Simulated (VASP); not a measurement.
# Ga2As3: single point with PBE

Crystal: Ga2As3.

```xyz
5
Lattice="-2.5907 2.5907 5.0956 2.5907 -2.5907 5.0956 2.5907 2.5907 -5.0956" Properties=species:S:1:pos:R:3 pbc="T T T"
Ga    0.0000    2.5907    2.5478
Ga    2.5907    0.0000    2.5478
As    0.0000    2.5907    0.0000
As    2.5907    0.0000    0.0000
As    0.0000    0.0000    5.0956
```

The cell was built from a structure type or drawn by symmetry, and may not be a known phase.

* Program: VASP 6.6.1
* Task: single point
* Functional: PBE
* Potentials or basis: VASP PAW PBE potentials, release 64 (Ga_d, As)
* Cutoff: 520 eV
* k mesh: 10 × 10 × 10
* Occupations: gaussian, width 0.1 eV
* Spin: no spin polarisation
* Dipole correction: no
* Further INCAR settings: ALGO = Normal; EDIFF = 1e-07; NBANDS = 28

```
Pressure               : 0.1 GPa
Band gap on the k mesh : zero (an odd number of electrons rules out a gap without spin polarisation)
```

Stress tensor (GPa, compression positive):
```
0.09 0.00 0.00
0.00 0.09 0.00
0.00 0.00 0.17
```

Levels at points of the mesh, in eV from the Fermi level:
| k point | band 17 | band 18 | band 19 | band 20 | band 21 | band 22 | band 23 | band 24 | band 25 | band 26 |
| --- | --- | --- | --- | --- | --- | --- | --- | --- | --- | --- |
| (0.00, 0.00, 0.00) | -4.68 | -4.62 | -0.26 | -0.26 | -0.02 | -0.02 | 0.35 | 3.76 | 4.78 | 4.91 |
| (0.50, 0.00, 0.00) | -1.69 | -1.34 | -1.18 | -0.77 | -0.40 | 0.54 | 1.28 | 2.02 | 2.04 | 2.05 |
| (0.50, 0.50, 0.00) | -3.23 | -2.63 | -0.35 | 0.31 | 0.48 | 0.64 | 1.03 | 1.22 | 1.78 | 2.82 |
| (0.50, 0.50, 0.50) | -2.78 | -2.49 | -0.34 | -0.34 | -0.04 | 1.90 | 1.90 | 2.13 | 3.10 | 3.77 |

Wall time 5.4 min on 1 thread of Intel(R) Xeon(R) Platinum 8375C CPU @ 2.90GHz (Ice Lake), on a shared host, peak memory 0.53 GiB.
